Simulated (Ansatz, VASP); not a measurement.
# Two plane-wave programs on Be

INCAR

```
PREC = Accurate
ENCUT = 520
EDIFF = 1E-6
ISMEAR = 0
SIGMA = 0.15
LREAL = False
LASPH = True
NELM = 100
ALGO = Fast
ISIF = 2
LWAVE = False
LCHARG = False
GGA = PS
NBANDS = 9
```

Contents of KPOINTS:

```
Automatic mesh
0
Gamma
  24 24 14
```

Contents of POSCAR:

```
Be
1.0
    2.2995019849      0.0000000000      0.0000000000
   -1.1497509925      1.9914271350      0.0000000000
    0.0000000000      0.0000000000      3.6009000000
Be
2
Direct
    0.4839790661      0.9679581322      0.1666874948
    0.6666666667      0.3333333333      0.7500000000
```

Input for Ansatz:

```yaml
crystal:
  lattice:
    - [2.2995019849, 0.0, 0.0]
    - [-1.1497509925, 1.991427135, 0.0]
    - [0.0, 0.0, 3.6009]
  atoms:
    - { symbol: Be, position: [0.4839790661, 0.9679581322, 0.1666874948] }
    - { symbol: Be, position: [0.6666666667, 0.3333333333, 0.75] }
basis:
  ecutwfc: 420
kpoints:
  mp_grid: { grid: [24, 24, 14] }
hamiltonian:
  xc: pbesol
scf:
  occupations: { method: gaussian, width: 0.15 }
output:
  forces: true
  stress: true
  eigenvalues: true
```

Alike in both runs: task single point; functional PBEsol; k mesh 24 × 24 × 14; occupations gaussian, width 0.15 eV; no spin polarisation.

```csv
,VASP,Ansatz
version,VASP 6.6.1,Ansatz 0.2.0
potentials or method,"VASP PAW PBE potentials, release 64 (Be), cutoff 520 eV","scalar-relativistic, plane waves, PAW"
valence electrons in the cell,4,4
```

```tsv
	VASP	Ansatz	Ansatz less VASP
gap on the k mesh at the Fermi level (eV)	none	none	-
pressure (GPa)	11.7	11.2	-0.41
traceless stress, the component that is largest in VASP (GPa)	35.89	35.72	-0.172
rms of the force components (eV/Å)	3.161	3.137	-0.0233
```

VASP's potentials were made for PBE, not for PBEsol. Atom by atom the forces differ by 0.026 eV/Å (rms over components). A gap of «none» marks a metal or a gap that the smearing closes.
